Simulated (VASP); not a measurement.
# FeS2 (Pnnm) in VASP: a series of runs, part 3 of 3

VASP 6.6.1.

## (4) Single point, PBE

This run uses another cell than the first one, of 13.48 Å³/atom.

INCAR reads:

```
SYSTEM = FeS2
PREC = Accurate ; ENCUT = 600
EDIFF = 1E-6 ; ISMEAR = -1
SIGMA = 0.02 ; LREAL = .False.
LASPH = .True. ; NELM = 120
ALGO = Normal ; ISIF = 2
LWAVE = .False. ; LCHARG = .True.
GGA = PE ; LELF = .True.
LVHAR = .True. ; NBANDS = 29
GGA_COMPAT = .False.
```

KPOINTS reads:

```
Automatic mesh
0
Gamma
  6 6 8
  0 0 0
```

POSCAR reads:

```
FeS2
1.0
    4.4308097358      0.0000000000      0.0000000000
    0.0000000000      5.4005600319      0.0000000000
    0.0000000000      0.0000000000      3.3792372752
Fe S
2 4
Direct
    0.5000000000      0.5000000000      0.5000000000
    0.0000000000      0.0000000000      0.0000000000
    0.2990462953      0.8778423373      0.5000000000
    0.7009537047      0.1221576627      0.5000000000
    0.2009537047      0.3778423373      0.0000000000
    0.7990462953      0.6221576627      0.0000000000
```

Potentials or basis: VASP PAW PBE potentials, release 64 (Fe, S).

Started as:

```console
$ cat potpaw_PBE.64/Fe/POTCAR potpaw_PBE.64/S/POTCAR > POTCAR
$ mpirun -np 1 vasp_std > vasp.out
```

OUTCAR:

```text
SYSTEM = FeS2
   PREC = Accurate
   ENCUT = 600
   EDIFF = 1E-6
   ISMEAR = -1
   LREAL = .False.
   LASPH = .True.
   NELM = 120
   ISIF = 2
   GGA = PE

 ion  position               nearest neighbor table
   1  0.500  0.500  0.500-   3 2.23   4 2.23   5 2.25   6 2.25   5 2.25   6 2.25
   2  0.000  0.000  0.000-   5 2.23   6 2.23   3 2.25   4 2.25   3 2.25   4 2.25
   3  0.299  0.878  0.500-   4 2.22   1 2.23   2 2.25   2 2.25
   4  0.701  0.122  0.500-   3 2.22   1 2.23   2 2.25   2 2.25
   5  0.201  0.378  0.000-   6 2.22   2 2.23   1 2.25   1 2.25
   6  0.799  0.622  0.000-   5 2.22   2 2.23   1 2.25   1 2.25

  LATTYP: Found a simple orthorhombic cell.
 ALAT       =     3.3792372752
 B/A-ratio  =     1.3111863344
 C/A-ratio  =     1.5981594638

  Lattice vectors:

 A1 = (   0.0000000000,   0.0000000000,   3.3792372752)
 A2 = (   4.4308097358,   0.0000000000,   0.0000000000)
 A3 = (   0.0000000000,   5.4005600319,   0.0000000000)

Analysis of symmetry for initial positions (statically):
=====================================================================
 Subroutine PRICEL returns:
 Original cell was already a primitive cell.

 Routine SETGRP: Setting up the symmetry group for a
 simple orthorhombic supercell.

 Subroutine GETGRP returns: Found  8 space group operations
 (whereof  4 operations were pure point group operations)
 out of a pool of  8 trial point group operations.

The static configuration has the point symmetry C_2h.
 The point group associated with its full space group is D_2h.

Analysis of symmetry for dynamics (positions and initial velocities):
=====================================================================
 Subroutine PRICEL returns:
 Original cell was already a primitive cell.

 Routine SETGRP: Setting up the symmetry group for a
 simple orthorhombic supercell.

 Subroutine GETGRP returns: Found  8 space group operations
 (whereof  4 operations were pure point group operations)
 out of a pool of  8 trial point group operations.

The dynamic configuration has the point symmetry C_2h.
 The point group associated with its full space group is D_2h.

 Subroutine INISYM returns: Found  8 space group operations
 (whereof  4 operations are pure point group operations),
 and found     1 'primitive' translations

----------------------------------------------------------------------------------------

                                     Primitive cell

  volume of cell :      80.8613

  direct lattice vectors                    reciprocal lattice vectors
     4.430809736  0.000000000  0.000000000     0.225692381  0.000000000  0.000000000
     0.000000000  5.400560032  0.000000000     0.000000000  0.185165982  0.000000000
     0.000000000  0.000000000  3.379237275     0.000000000  0.000000000  0.295924766

  length of vectors
     4.430809736  5.400560032  3.379237275     0.225692381  0.185165982  0.295924766

  position of ions in fractional coordinates (direct lattice)
     0.500000000  0.500000000  0.500000000
     0.000000000  0.000000000  0.000000000
     0.299046295  0.877842337  0.500000000
     0.700953705  0.122157663  0.500000000
     0.200953705  0.377842337  0.000000000
     0.799046295  0.622157663  0.000000000

  ion indices of the primitive-cell ions
   primitive index   ion index
                 1           1
                 2           2
                 3           3
[... 34 lines left out ...]
  0.333333  0.000000  0.000000      2.000000
  0.500000  0.000000  0.000000      1.000000
  0.000000  0.166667  0.000000      2.000000
  0.166667  0.166667  0.000000      4.000000
[... 16 lines left out ...]
  0.333333  0.166667  0.125000      8.000000
  0.500000  0.166667  0.125000      4.000000
 [... further k-points ...]
   k-points           NKPTS =     80   k-points in BZ     NKDIM =     80   number of bands    NBANDS=     29
   number of dos      NEDOS =    301   number of ions     NIONS =      6
   total plane-waves  NPLWV =  48384
   dimension x,y,z NGX =    36 NGY =   48 NGZ =   28
   dimension x,y,z NGXF=    72 NGYF=   96 NGZF=   56
   ions per type =               2   4
   NGX,Y,Z   is equivalent  to a cutoff of  13.51, 14.78, 13.77 a.u.
   NGXF,Y,Z  is equivalent  to a cutoff of  27.01, 29.55, 27.55 a.u.
 SYSTEM =  FeS2
   PREC   = accura    normal or accurate (medium, high low for compatibility)
   ISTART =      0    job   : 0-new  1-cont  2-samecut
   ICHARG =      2    charge: 1-file 2-atom 10-const
   ISPIN  =      1    spin polarized calculation?
   LNONCOLLINEAR =      F non collinear calculations
   LSORBIT =      F    spin-orbit coupling
   LASPH  =      T    aspherical Exc in radial PAW
   ENCUT  =  600.0 eV  44.10 Ry    6.64 a.u.   8.85 10.79  6.75*2*pi/ulx,y,z
   NELM   =    120;   NELMIN=  2; NELMDL= -5     # of ELM steps
   EDIFF  = 0.1E-05   stopping-criterion for ELM
   LREAL  =      F    real-space projection
   EDIFFG = 0.1E-04   stopping-criterion for IOM
   NSW    =      0    number of steps for IOM
   IBRION =     -1    ionic relax: 0-MD 1-quasi-New 2-CG
   NFREE  =      0    steps in history (QN), initial steepest desc. (CG)
   ISIF   =      2    stress and relaxation
   ISYM   =      2    0-nonsym 1-usesym 2-fastsym
   POTIM  = 0.5000    time-step for ionic-motion
   TEBEG  =    0.0;   TEEND  =   0.0 temperature during run
   PSTRESS=    0.0 pullay stress
   NELECT =      40.0000    total number of electrons
   NUPDOWN=      -1.0000    fix difference up-down
   EMIN   =  10.00;   EMAX   =-10.00  energy-range for DOS
   EFERMI =   0.00;   METHOD = LEGACY
   ISMEAR =    -1;   SIGMA  =   0.02  broadening in eV -4-tet -1-fermi 0-gaus
   EFERMI_NEDOS =   21; number of points for ismear=-14 and -15
   IALGO  =     38    algorithm
   IMIX   =      4    mixing-type and parameters
     AMIX     =   0.40;   BMIX     =  1.00
     AMIX_MAG =   1.60;   BMIX_MAG =  1.00
  volume/ion in A,a.u.               =      13.48        90.95
  Fermi-wavevector in a.u.,A,eV,Ry     =   1.294736  2.446697 22.808016  1.676342
  Thomas-Fermi vector in A             =   2.426300
   LORBIT       =      0    0 simple, 1 ext, 2 COOP (PROOUT), +10 PAW based schemes
   GGA     = PE    functional components
   LHFCALC =     F    Hartree Fock is set to
   AEXX    =    0.0000 exact exchange contribution
   IVDW    =     0    specifies the selected vdW correction
   LEPSILON=     F    determine dielectric tensor
   LRPA    =     F    only Hartree local field effects (RPA)
 non-spin polarized calculation
  energy-cutoff  :      600.00
  volume of cell :       80.86
 maximum number of plane-waves:      2732
 NGX is ok and might be reduce to    36
   NGX = 17   NGY = 21   NGZ = 13

 number of electron      39.9999993 magnetization

 Free energy of the ion-electron system (eV)
  ---------------------------------------------------
  ext. energy  EPLUGINS =         0.00000000
  ---------------------------------------------------
  free energy    TOTEN  =       -36.09395477 eV

  energy without entropy =      -36.09395477  energy(sigma->0) =      -36.09395477

 E-fermi :   8.3101     XC(G=0): -11.7481

 val. band max:        7.8383063269   @ k =   0.1667   0.0000   0.2500
 cond. band min:       8.7286204553   @ k =   0.0000   0.5000   0.5000
 fundamental gap:      0.8903141284
 Fermi energy:         8.3100695697

 k-point     1 :       0.0000    0.0000    0.0000
  band No.  band energies     occupation
      1      -9.0114      2.00000
      2      -6.7097      2.00000
      3      -4.6429      2.00000
      4      -3.9261      2.00000
      5       0.1882      2.00000
      6       1.7754      2.00000
[... 757 lines left out ...]
     28      14.0104      0.00000
     29      15.5520      0.00000

 [... further k-points ...]

------------------------ aborting loop because EDIFF is reached ----------------------------------------

  FORCE on cell =-STRESS in cart. coord.  units (eV):
  Direction    XX          YY          ZZ          XY          YZ          ZX
  --------------------------------------------------------------------------------------
  -------------------------------------------------------------------------------------
  Total        0.4768216      0.5714510      0.3587110     -0.0000000      0.0000000      0.0000000
  in kB        9.4476971     11.3226731      7.1074636     -0.0000000      0.0000000      0.0000000
  external PRESSURE =       9.2926112 kB  Pullay stress =       0.0000000 kB

 VOLUME and BASIS-vectors are now :
 -----------------------------------------------------------------------------
  energy-cutoff  :      600.00
  volume of cell :       80.86
      direct lattice vectors                 reciprocal lattice vectors
     4.430809736  0.000000000  0.000000000     0.225692381  0.000000000  0.000000000
     0.000000000  5.400560032  0.000000000     0.000000000  0.185165982  0.000000000
     0.000000000  0.000000000  3.379237275     0.000000000  0.000000000  0.295924766

 POSITION                                       TOTAL-FORCE (eV/Angst)
 -----------------------------------------------------------------------------------
      2.21540      2.70028      1.68962         0.000000      0.000000      0.000000
      0.00000      0.00000      0.00000         0.000000      0.000000      0.000000
      1.32502      4.74084      1.68962        -0.224668     -0.117970      0.000000
      3.10579      0.65972      1.68962         0.224668      0.117970      0.000000
      0.89039      2.04056      0.00000         0.224668     -0.117970      0.000000
      3.54042      3.36000      0.00000        -0.224668      0.117970      0.000000
 -----------------------------------------------------------------------------------
    total drift:                               -0.000000      0.000000      0.000000

  FREE ENERGIE OF THE ION-ELECTRON SYSTEM (eV)
  ---------------------------------------------------
  free  energy   TOTEN  =       -36.0939547725 eV

  energy  without entropy=      -36.0939547725  energy(sigma->0) =      -36.09395477
```

Run time: 4 min. Hardware: 1 thread of Oxide Virtual Turin-like, shared host; peak memory 0.3 GiB.

What came out:

```
Free energy            : -36.0940 eV
Pressure               : 0.9 GPa
Largest force          : 0.254 eV/Å
Band gap on the k mesh : 0.89 eV (least direct gap 1.18 eV)
```

Forces in eV/Å, atoms in the order of the input:
```
Fe   0.000  0.000  0.000
Fe   0.000  0.000  0.000
S   -0.225 -0.118  0.000
S    0.225  0.118  0.000
S    0.225 -0.118  0.000
S   -0.225  0.118  0.000
```

A k mesh can miss the band edges. Spin polarisation is off, so any magnetic state and its effect on volume and gap are missing.

## (5) Single point, LDA

This run uses another cell than the first one, of 13.48 Å³/atom.

INCAR reads:

```
SYSTEM = FeS2
PREC = Accurate
ENCUT = 600
EDIFF = 1E-6
ISMEAR = 0
SIGMA = 0.01
LREAL = .False.
LASPH = .True.
NELM = 120
ALGO = Normal
ISIF = 2
LWAVE = .False.
LCHARG = .True.
GGA = CA
LELF = .True.
LVHAR = .True.
NBANDS = 29
GGA_COMPAT = .False.
```

KPOINTS is that of step 4.

POSCAR is that of step 4.

Potentials or basis: VASP PAW LDA potentials, release 64 (Fe, S).

Started as:

```console
$ cat potpaw_LDA.64/Fe/POTCAR potpaw_LDA.64/S/POTCAR > POTCAR
$ mpirun -np 1 vasp_std > vasp.out
```

OUTCAR:

```text
SYSTEM = FeS2
   PREC = Accurate
   ENCUT = 600
   EDIFF = 1E-6
   ISMEAR = 0
   LREAL = .False.
   LASPH = .True.
   NELM = 120
   ISIF = 2
   GGA = CA

 ion  position               nearest neighbor table
   1  0.500  0.500  0.500-   3 2.23   4 2.23   5 2.25   6 2.25   5 2.25   6 2.25
   2  0.000  0.000  0.000-   5 2.23   6 2.23   3 2.25   4 2.25   3 2.25   4 2.25
   3  0.299  0.878  0.500-   4 2.22   1 2.23   2 2.25   2 2.25
   4  0.701  0.122  0.500-   3 2.22   1 2.23   2 2.25   2 2.25
   5  0.201  0.378  0.000-   6 2.22   2 2.23   1 2.25   1 2.25
   6  0.799  0.622  0.000-   5 2.22   2 2.23   1 2.25   1 2.25

[... 979 lines left out ...]
  Total       -4.7258774     -4.8812325     -5.1197692     -0.0000000      0.0000000      0.0000000
  in kB      -93.6380680    -96.7162594   -101.4426016     -0.0000000      0.0000000      0.0000000
  external PRESSURE =     -97.2656430 kB  Pullay stress =       0.0000000 kB

 VOLUME and BASIS-vectors are now :
 -----------------------------------------------------------------------------
  energy-cutoff  :      600.00
  volume of cell :       80.86
      direct lattice vectors                 reciprocal lattice vectors
     4.430809736  0.000000000  0.000000000     0.225692381  0.000000000  0.000000000
     0.000000000  5.400560032  0.000000000     0.000000000  0.185165982  0.000000000
     0.000000000  0.000000000  3.379237275     0.000000000  0.000000000  0.295924766

 POSITION                                       TOTAL-FORCE (eV/Angst)
 -----------------------------------------------------------------------------------
      2.21540      2.70028      1.68962         0.000000      0.000000      0.000000
      0.00000      0.00000      0.00000         0.000000      0.000000      0.000000
      1.32502      4.74084      1.68962        -0.427546     -0.208391     -0.000000
      3.10579      0.65972      1.68962         0.427546      0.208391      0.000000
      0.89039      2.04056      0.00000         0.427546     -0.208391      0.000000
      3.54042      3.36000      0.00000        -0.427546      0.208391     -0.000000
 -----------------------------------------------------------------------------------
    total drift:                               -0.000000      0.000000      0.000000

  FREE ENERGIE OF THE ION-ELECTRON SYSTEM (eV)
  ---------------------------------------------------
  free  energy   TOTEN  =       -41.8738397776 eV

  energy  without entropy=      -41.8738397776  energy(sigma->0) =      -41.87383978
```

OSZICAR:

```text
N       E                     dE             d eps       ncg     rms          rms(c)
DAV:   1     0.361825324439E+03    0.36183E+03   -0.19341E+04  4664   0.163E+03
DAV:   2     0.833813016459E+00   -0.36099E+03   -0.34467E+03  4650   0.368E+02
DAV:   3    -0.425708081331E+02   -0.43405E+02   -0.40799E+02  6055   0.136E+02
DAV:   4    -0.450899997251E+02   -0.25192E+01   -0.24882E+01  6113   0.332E+01
DAV:   5    -0.451828474721E+02   -0.92848E-01   -0.92806E-01  6420   0.609E+00    0.267E+01
DAV:   6    -0.534791016971E+02   -0.82963E+01   -0.54611E+01  6762   0.120E+02    0.336E+01
DAV:   7    -0.416957194536E+02    0.11783E+02   -0.34256E+01  5871   0.125E+02    0.923E+00
DAV:   8    -0.420205782210E+02   -0.32486E+00   -0.57094E+00  5356   0.106E+01    0.469E+00
DAV:   9    -0.418785714861E+02    0.14201E+00   -0.42608E-01  6646   0.941E+00    0.141E+00
DAV:  10    -0.418748528562E+02    0.37186E-02   -0.68361E-02  5729   0.144E+00    0.527E-01
DAV:  11    -0.418742643809E+02    0.58848E-03   -0.52228E-03  6619   0.892E-01    0.247E-01
DAV:  12    -0.418738980106E+02    0.36637E-03   -0.51451E-04  7416   0.284E-01    0.118E-01
DAV:  13    -0.418738442970E+02    0.53714E-04   -0.17498E-04  7157   0.768E-02    0.566E-02
DAV:  14    -0.418738412181E+02    0.30789E-05   -0.79780E-06  6846   0.237E-02    0.183E-02
DAV:  15    -0.418738396716E+02    0.15465E-05   -0.19999E-06  3583   0.224E-02    0.466E-03
DAV:  16    -0.418738397776E+02   -0.10601E-06   -0.16088E-06  3432   0.945E-03
   1 F= -.41873840E+02 E0= -.41873840E+02  d E =-.393032E-27
```

stdout:

```text
POSCAR found type information on POSCAR FeS
 POSCAR found :  2 types and       6 ions
 scaLAPACK will be used
 LDA part: xc-table for (Slater(with rela. corr.)+CA(PZ))
 , standard interpolation
 POSCAR, INCAR and KPOINTS ok, starting setup
 FFT: planning ... GRIDC
 FFT: planning ... GRID_SOFT
 FFT: planning ... GRID
 WAVECAR not read
 entering main loop
```

Run time: 3.9 min. Hardware: 1 thread of Oxide Virtual Turin-like, shared host; peak memory 0.27 GiB.

What came out:

```yaml
Free_energy: -41.8738 eV
Pressure: -9.7 GPa
Largest_force: 0.476 eV/Å
Band_gap_on_the_k_mesh: 0.75 eV (least direct gap 1.05 eV)
```

Forces on the atoms (eV/Å):
```
Fe   0.000  0.000  0.000
Fe   0.000  0.000  0.000
S   -0.428 -0.208  0.000
S    0.428  0.208  0.000
S    0.428 -0.208  0.000
S   -0.428  0.208  0.000
```

Caveat: the cell stands under tension. Spin polarisation is off, so any magnetic state and its effect on volume and gap are missing.

## (6) Summary

```csv
level,potentials or basis,cell,k mesh,smearing,gap on the mesh (eV),pressure (GPa),largest force (eV/Å)
LDA,"VASP PAW LDA potentials, release 64 (Fe, S)","a = 4.335, b = 5.294, c = 3.320 Å, 6 atoms, atomic positions A",6 × 4 × 8,fermi-dirac 0.02 eV,0.94,0.4,0.06
PBEsol,"VASP PAW PBE potentials, release 64 (Fe, S)","a = 4.368, b = 5.333, c = 3.344 Å, 6 atoms, atomic positions B",6 × 4 × 8,fermi-dirac 0.02 eV,0.93,0.6,0.05
PBE,"VASP PAW PBE potentials, release 64 (Fe, S)","a = 4.431, b = 5.401, c = 3.379 Å, 6 atoms, atomic positions C",6 × 6 × 8,fermi-dirac 0.02 eV,0.89,0.9,0.25
LDA,"VASP PAW LDA potentials, release 64 (Fe, S)","a = 4.431, b = 5.401, c = 3.379 Å, 6 atoms, atomic positions C",6 × 6 × 8,gaussian 0.01 eV,0.75,-9.7,0.48
```

Alike in all rows: task single point; no spin polarisation; cutoff (eV) 600.

Caveats: the PAW data sets were made with another functional, which shifts forces and pressure a little (at least some runs); the cell stands under tension (at least some runs).

Total energies depend on the potentials used, so only differences within one code and one set of settings carry meaning.
